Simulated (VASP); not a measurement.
**Pb: relaxation of cell and atoms with r2SCAN**

The system is Pb.

```xyz
1
Lattice="3.5002 0.0000 0.0000 1.7501 3.0313 0.0000 1.7501 1.0104 2.8579" Properties=species:S:1:pos:R:3 pbc="T T T"
Pb    0.0000    0.0000    0.0000
```

* Program: VASP 6.6.1
* Task: relaxation of cell and atoms
* Functional: r2SCAN
* Potentials or basis: VASP PAW PBE potentials, release 64 (Pb_d)
* Cutoff: 600 eV
* k mesh: 8 × 8 × 8
* Occupations: methfessel-paxton, width 0.05 eV
* Spin: no spin polarisation
* Dipole correction: no
* Further INCAR settings: ALGO = Normal; EDIFF = 1e-06; IBRION = 2; EDIFFG = -0.01; NSW = 60; ISIF = 3

- Relaxed volume: 31.28 Å³/atom
- Relaxed cell: a = 3.537 Å, b = 3.537 Å, c = 3.537 Å, α = 60.00°, β = 60.00°, γ = 60.00°
- Space group after relaxing (to 0.05 Å): Fm-3m (No. 225)
- Energy gained by relaxing: 4.6 meV/atom
- Ionic steps: 3
- Pressure after relaxing: 0.0 GPa
- Band gap on the k mesh: zero (band 7 reaches 14.36 eV, above the bottom of band 8 at 5.48 eV)

Step by step:
| step | energy change (eV) | largest force (eV/Å) | pressure (GPa) | volume (Å³) |
| --- | --- | --- | --- | --- |
| 1 | 0.0000 | 0.0000 | 1.56 | 30.32 |
| 2 | -0.0040 | 0.0000 | -0.52 | 31.64 |
| 3 | -0.0046 | 0.0000 | 0.01 | 31.28 |

Final structure:
```
CELL_PARAMETERS angstrom
3.53674 0.00000 0.00000
1.76837 3.06290 0.00000
1.76837 1.02097 2.88773
ATOMIC_POSITIONS crystal
Pb 0.00000 0.00000 0.00000
```

Levels at points of the mesh, in eV from the Fermi level:
| k point | band 4 | band 5 | band 6 | band 7 | band 8 | band 9 | band 10 | band 11 |
| --- | --- | --- | --- | --- | --- | --- | --- | --- |
| (0.00, 0.00, 0.00) | -17.40 | -17.40 | -11.92 | 7.64 | 7.64 | 7.64 | 10.55 | 12.04 |
| (0.50, 0.00, 0.00) | -17.27 | -17.27 | -8.29 | -4.06 | 5.78 | 5.78 | 9.93 | 10.10 |
| (0.50, 0.50, 0.00) | -17.24 | -17.24 | -6.86 | -3.17 | 2.25 | 2.25 | 5.98 | 7.08 |

Run time: 51 s on 1 thread of Intel(R) Xeon(R) 6975P-C (Granite Rapids), with other jobs on the host, peak memory 0.17 GiB.

Caveat: the PAW data sets were made with another functional, which shifts forces and pressure a little; spin-orbit coupling is left out, which moves the levels of the heavy elements. Zero-point motion and thermal expansion aren't in these numbers.
